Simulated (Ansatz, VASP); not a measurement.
**ZrN in VASP and in Ansatz**

```xyz
2
Lattice="0.0000 2.2768 2.2768 2.2768 0.0000 2.2768 2.2768 2.2768 0.0000" Properties=species:S:1:pos:R:3 pbc="T T T"
Zr    2.2768    2.2768    2.2768
N     0.0000    0.0000    0.0000
```

Alike in both runs: functional PBEsol; k mesh 11 × 11 × 11; occupations fermi-dirac, width 0.15 eV; no spin polarisation.

Ansatz relaxed the structure, and its values are those at the end. VASP's run is a single point on that final structure, the one shown.

```csv
,VASP,Ansatz
version,VASP 6.6.1,Ansatz 0.2.0
potentials or method,"VASP PAW PBE potentials, release 64 (Zr_sv, N), cutoff 600 eV","plane waves, PAW"
valence electrons in the cell,17,17
```

|  | VASP | Ansatz | Ansatz less VASP |
| --- | --- | --- | --- |
| pressure (GPa) | 0.2 | 0.0 | -0.28 |

VASP's potentials were made for PBE, not for PBEsol.
